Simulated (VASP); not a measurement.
# Ta4F in VASP: single point with LDA

Aim: the single point of Ta4F with LDA.

All numbers are computed with VASP 6.6.1; they aren't measurements. Logs are shortened: lines on timing, memory, paths and dates and some standing lists are left out, and cuts for length are marked.

## Step 1: The cell of the first run

The cell holds a slab with vacuum, 5 atoms: a = 3.253 Å, b = 3.253 Å, c = 20.214 Å, α = 90.00°, β = 90.00°, γ = 90.00°.

## Step 2: Single point, LDA

INCAR reads:

```
SYSTEM = Ta4F
PREC     = Accurate       ! precision mode
ENCUT    = 520            ! plane-wave cutoff, eV
EDIFF    = 1E-7           ! SCF threshold, eV
ISMEAR   = 0              ! smearing method
SIGMA    = 0.1            ! smearing width, eV
LREAL    = .False.        ! projectors in reciprocal space
LASPH    = .True.         ! aspherical terms in the spheres
NELM     = 80             ! most SCF steps
ALGO     = Normal         ! electronic algorithm
ISIF     = 2              ! what is computed and relaxed
LWAVE    = .False.        ! write WAVECAR
LCHARG   = .False.        ! write CHGCAR
LDIPOL   = .True.       
IDIPOL   = 3            
DIPOL    = 0.5 0.5 0.353
NBANDS   = 34             ! bands
```

KPOINTS reads:

```
Automatic mesh
0
Gamma
  8 8 1
  0 0 0
```

POSCAR reads:

```
Ta4F
1.0
    3.2528679937      0.0000000000      0.0000000000
    0.0000000000      3.2528679937      0.0000000000
    0.0000000000      0.0000000000     20.2137485622
Ta F
4 1
Direct
    0.5000000000      0.5000000000      0.1978851170
    0.0000000000      0.0000000000      0.2783468875
    0.5000000000      0.5000000000      0.3580282239
    0.0000000000      0.0000000000      0.4310802885
    0.0000000000      0.5000000000      0.5010124309
```

Potentials or basis: VASP PAW LDA potentials, release 64 (Ta_pv, F).

Started as:

```bash
cat potpaw_LDA.64/Ta_pv/POTCAR potpaw_LDA.64/F/POTCAR > POTCAR
mpirun -np 1 vasp_std > vasp.out
```

OUTCAR:

```text
SYSTEM = Ta4F
   PREC = Accurate
   ENCUT = 520
   EDIFF = 1E-7
   ISMEAR = 0
   LREAL = .False.
   LASPH = .True.
   NELM = 80
   ISIF = 2

 ion  position               nearest neighbor table
   1  0.500  0.500  0.198-   2 2.82   2 2.82   2 2.82   2 2.82   3 3.24
   2  0.000  0.000  0.278-   3 2.81   3 2.81   3 2.81   3 2.81   1 2.82   1 2.82   1 2.82   1 2.82
                             4 3.09
   3  0.500  0.500  0.358-   4 2.73   4 2.73   4 2.73   4 2.73   2 2.81   2 2.81   2 2.81   2 2.81
                             1 3.24
   4  0.000  0.000  0.431-   5 2.15   5 2.15   3 2.73   3 2.73   3 2.73   3 2.73   2 3.09
   5  0.000  0.500  0.501-   4 2.15   4 2.15

  LATTYP: Found a simple tetragonal cell.
 ALAT       =     3.2528679937
 C/A-ratio  =     6.2141312225

  Lattice vectors:

 A1 = (   3.2528679937,   0.0000000000,   0.0000000000)
 A2 = (   0.0000000000,   3.2528679937,   0.0000000000)
 A3 = (   0.0000000000,   0.0000000000,  20.2137485622)

Analysis of symmetry for initial positions (statically):
=====================================================================
 Subroutine PRICEL returns:
 Original cell was already a primitive cell.

 Routine SETGRP: Setting up the symmetry group for a
 simple tetragonal supercell.

 Subroutine GETGRP returns: Found  4 space group operations
 (whereof  4 operations were pure point group operations)
 out of a pool of 16 trial point group operations.

The static configuration has the point symmetry C_2v.

Analysis of symmetry for dynamics (positions and initial velocities):
=====================================================================
 Subroutine PRICEL returns:
 Original cell was already a primitive cell.

 Routine SETGRP: Setting up the symmetry group for a
 simple tetragonal supercell.

 Subroutine GETGRP returns: Found  4 space group operations
 (whereof  4 operations were pure point group operations)
 out of a pool of 16 trial point group operations.

The dynamic configuration has the point symmetry C_2v.

 Subroutine INISYM returns: Found  4 space group operations
 (whereof  4 operations are pure point group operations),
 and found     1 'primitive' translations

----------------------------------------------------------------------------------------

                                     Primitive cell

  volume of cell :     213.8847

  direct lattice vectors                    reciprocal lattice vectors
[... 99 lines left out ...]
   ISYM   =      2    0-nonsym 1-usesym 2-fastsym
   POTIM  = 0.5000    time-step for ionic-motion
   TEBEG  =    0.0;   TEEND  =   0.0 temperature during run
   PSTRESS=    0.0 pullay stress
   NELECT =      51.0000    total number of electrons
   NUPDOWN=      -1.0000    fix difference up-down
   EMIN   =  10.00;   EMAX   =-10.00  energy-range for DOS
   EFERMI =   0.00;   METHOD = LEGACY
   ISMEAR =     0;   SIGMA  =   0.10  broadening in eV -4-tet -1-fermi 0-gaus
   EFERMI_NEDOS =   21; number of points for ismear=-14 and -15
   IALGO  =     38    algorithm
   IMIX   =      4    mixing-type and parameters
     AMIX     =   0.40;   BMIX     =  1.00
     AMIX_MAG =   1.60;   BMIX_MAG =  1.00
  volume/ion in A,a.u.               =      42.78       288.67
  Fermi-wavevector in a.u.,A,eV,Ry     =   1.015169  1.918391 14.021728  1.030568
  Thomas-Fermi vector in A             =   2.148439
   LORBIT       =      0    0 simple, 1 ext, 2 COOP (PROOUT), +10 PAW based schemes
   GGA     = CA    functional components
   LHFCALC =     F    Hartree Fock is set to
   AEXX    =    0.0000 exact exchange contribution
   IVDW    =     0    specifies the selected vdW correction
   LEPSILON=     F    determine dielectric tensor
   LRPA    =     F    only Hartree local field effects (RPA)
 non-spin polarized calculation
 Gauss-broadening in eV      SIGMA  =   0.10
  energy-cutoff  :      520.00
  volume of cell :      213.88
 maximum number of plane-waves:      5812
   NGX = 13   NGY = 13   NGZ = 75

 dipolmoment           0.000000      0.000000     -0.576340 electrons x Angstroem

 number of electron      51.0000004 magnetization

 dipolmoment           0.000000      0.000000      0.077273 electrons x Angstroem

 Free energy of the ion-electron system (eV)
  ---------------------------------------------------
  ext. energy  EPLUGINS =         0.00000000
  ---------------------------------------------------
  free energy    TOTEN  =       -54.00033311 eV

  energy without entropy =      -53.97867979  energy(sigma->0) =      -53.98950645

 E-fermi :  -0.9015     XC(G=0):  -5.6498

 val. band max:       -0.9066933752   @ k =  -0.2500   0.3750   0.0000
 cond. band min:      -0.9011673283   @ k =   0.5000   0.0000   0.0000
 fundamental gap:      0.0055260469
 Fermi energy:        -0.9015154056

 k-point     1 :       0.0000    0.0000    0.0000
  band No.  band energies     occupation
      1     -35.6099      2.00000
      2     -35.5611      2.00000
      3     -35.4325      2.00000
      4     -35.4076      2.00000
      5     -35.3864      2.00000
      6     -35.3647      2.00000
[... 877 lines left out ...]
     33       3.3437      0.00000
     34       3.6451      0.00000

 [... further k-points ...]

------------------------ aborting loop because EDIFF is reached ----------------------------------------

 vacuum level on the upper side and lower side of the slab       (xc-potential included)         0.510        -0.826

  FORCE on cell =-STRESS in cart. coord.  units (eV):
  Direction    XX          YY          ZZ          XY          YZ          ZX
  --------------------------------------------------------------------------------------
  -------------------------------------------------------------------------------------
  Total       -2.4999978     -6.6607053      1.3865161      0.0000000      0.0000000      0.0000000
  in kB      -18.7270974    -49.8943149     10.3861781      0.0000000      0.0000000      0.0000000
  external PRESSURE =     -19.4117447 kB  Pullay stress =       0.0000000 kB

 VOLUME and BASIS-vectors are now :
 -----------------------------------------------------------------------------
  energy-cutoff  :      520.00
  volume of cell :      213.88
      direct lattice vectors                 reciprocal lattice vectors
     3.252867994  0.000000000  0.000000000     0.307421021  0.000000000  0.000000000
     0.000000000  3.252867994  0.000000000     0.000000000  0.307421021  0.000000000
     0.000000000  0.000000000 20.213748562     0.000000000  0.000000000  0.049471279

 POSITION                                       TOTAL-FORCE (eV/Angst)
 -----------------------------------------------------------------------------------
      1.62643      1.62643      4.00000         0.000000      0.000000      0.826394
      0.00000      0.00000      5.62643         0.000000      0.000000     -0.911127
      1.62643      1.62643      7.23709         0.000000      0.000000     -1.661905
      0.00000      0.00000      8.71375         0.000000      0.000000      1.690795
      0.00000      1.62643     10.12734         0.000000      0.000000      0.055843
 -----------------------------------------------------------------------------------
    total drift:                                0.000000     -0.000000      0.000609

  FREE ENERGIE OF THE ION-ELECTRON SYSTEM (eV)
  ---------------------------------------------------
  free  energy   TOTEN  =       -54.0003331110 eV

  energy  without entropy=      -53.9786797901  energy(sigma->0) =      -53.98950645

 vacuum level on the upper side and lower side of the slab         4.551         3.181
```

OSZICAR:

```text
N       E                     dE             d eps       ncg     rms          rms(c)
DAV:   1     0.419084657062E+03    0.41908E+03   -0.28337E+04  2108   0.131E+03
DAV:   2    -0.353162985007E+02   -0.45440E+03   -0.44184E+03  2034   0.359E+02
DAV:   3    -0.590761575334E+02   -0.23760E+02   -0.23112E+02  2070   0.748E+01
[... 21 lines left out ...]
DAV:  25    -0.540003305963E+02   -0.23387E-05   -0.18799E-07  1438   0.227E-03    0.704E-04
DAV:  26    -0.540003324783E+02   -0.18820E-05   -0.65143E-08  1258   0.986E-04    0.440E-04
DAV:  27    -0.540003329295E+02   -0.45119E-06   -0.39001E-08  1240   0.111E-03    0.185E-04
DAV:  28    -0.540003330937E+02   -0.16419E-06   -0.13338E-08  1156   0.463E-04    0.103E-04
DAV:  29    -0.540003331110E+02   -0.17266E-07   -0.45782E-09  1116   0.245E-04
   1 F= -.54000333E+02 E0= -.53989506E+02  d E =-.216533E-01
```

It took 2.8 min on 1 thread of AMD EPYC 9R45 (Zen 5), shared host; peak memory 0.29 GiB.

Results:

```
Free energy            : -54.0003 eV
Largest force          : 1.691 eV/Å
Band gap on the k mesh : zero (an odd number of electrons rules out a gap without spin polarisation)
```

Forces in eV/Å, atoms in the order of the input:
```
Ta   0.000  0.000  0.826
Ta   0.000  0.000 -0.911
Ta   0.000  0.000 -1.662
Ta   0.000  0.000  1.691
F    0.000  0.000  0.056
```

Caveat: spin-orbit coupling is left out, which moves the levels of the heavy elements.
